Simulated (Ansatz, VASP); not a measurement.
## One calculation of AlGa3N4, two programs

INCAR

```
SYSTEM = AlGa3N4
PREC = Accurate ; ENCUT = 520
EDIFF = 1E-6 ; ISMEAR = 0
SIGMA = 0.05 ; LREAL = .FALSE.
LASPH = .TRUE. ; NELM = 80
ALGO = Normal ; ISIF = 2
LWAVE = .FALSE. ; LCHARG = .TRUE.
LELF = .TRUE. ; LVHAR = .TRUE.
NBANDS = 41
```

File KPOINTS:

```
regular mesh
0
G
  6 6 6
  0 0 0
```

File POSCAR:

```
AlGa3N4
1.0
    4.4710196873     -0.1549363258     -0.1549363258
   -0.1549363258      4.4710196873     -0.1549363258
   -0.1549363258     -0.1549363258      4.4710196873
Al Ga N
1 3 4
Direct
    0.0000000000      0.0000000000      0.0000000000
    0.5000000000      0.5000000000      0.0000000000
    0.5000000000      0.0000000000      0.5000000000
    0.0000000000      0.5000000000      0.5000000000
    0.7548078379      0.7548078379      0.2451921621
    0.7548078379      0.2451921621      0.7548078379
    0.2451921621      0.7548078379      0.7548078379
    0.2451921621      0.2451921621      0.2451921621
```

Input for Ansatz:

```yaml
crystal:
  lattice:
    - [4.4710196873, -0.1549363258, -0.1549363258]
    - [-0.1549363258, 4.4710196873, -0.1549363258]
    - [-0.1549363258, -0.1549363258, 4.4710196873]
  atoms:
    - { symbol: Al, position: [0.0, 0.0, 0.0] }
    - { symbol: Ga, position: [0.5, 0.5, 0.0] }
    - { symbol: Ga, position: [0.5, 0.0, 0.5] }
    - { symbol: Ga, position: [0.0, 0.5, 0.5] }
    - { symbol: "N", position: [0.7548078379, 0.7548078379, 0.2451921621] }
    - { symbol: "N", position: [0.7548078379, 0.2451921621, 0.7548078379] }
    - { symbol: "N", position: [0.2451921621, 0.7548078379, 0.7548078379] }
    - { symbol: "N", position: [0.2451921621, 0.2451921621, 0.2451921621] }
basis:
  ecutwfc: 520.0
kpoints:
  mp_grid: { grid: [6, 6, 6] }
hamiltonian:
  xc: lda
  pseudopotentials: { kind: paw, azcp: { folder: soft_1 } }
scf:
  occupations: { method: gaussian, width: 0.05 }
output:
  forces: true
  stress: true
  eigenvalues: true
```

Change from the starting cell: equal engineering shear yz, xz and xy -0.0700, equal normal strain along x, y and z +0.0100.

Alike in both runs: task single point; functional LDA; k mesh 6 × 6 × 6; occupations gaussian, width 0.05 eV; no spin polarisation.

```csv
,VASP,Ansatz
version,VASP 6.6.1,Ansatz 0.2.0
potentials or method,"VASP PAW LDA potentials, release 64 (Al, Ga_d, N), cutoff 520 eV","scalar-relativistic, plane waves, PAW"
valence electrons in the cell,62,62
```

Ansatz gave:

| Property | Result |
| --- | --- |
| gap on the k mesh at the Fermi level (eV) | 1.96 |
| least direct gap on the mesh (eV) | 1.96 |
| pressure (GPa) | -1.7 |
| traceless stress, the component that is largest in VASP (GPa) | 15.29 |
| rms of the force components (eV/Å) | 0.888 |

**Question.** Estimate VASP's values.

**Answer.** gap on the k mesh at the Fermi level (eV): 1.96; least direct gap on the mesh (eV): 1.96; pressure (GPa): -0.8; traceless stress, the component that is largest in VASP (GPa): 15.53; rms of the force components (eV/Å): 0.917.

Ansatz warns that its potentials were made for another functional, while VASP's fit it. LDA's correlation is that of Perdew and Zunger in VASP and of Perdew and Wang (1992) in Ansatz. Atom by atom the forces differ by 0.031 eV/Å (rms over components).
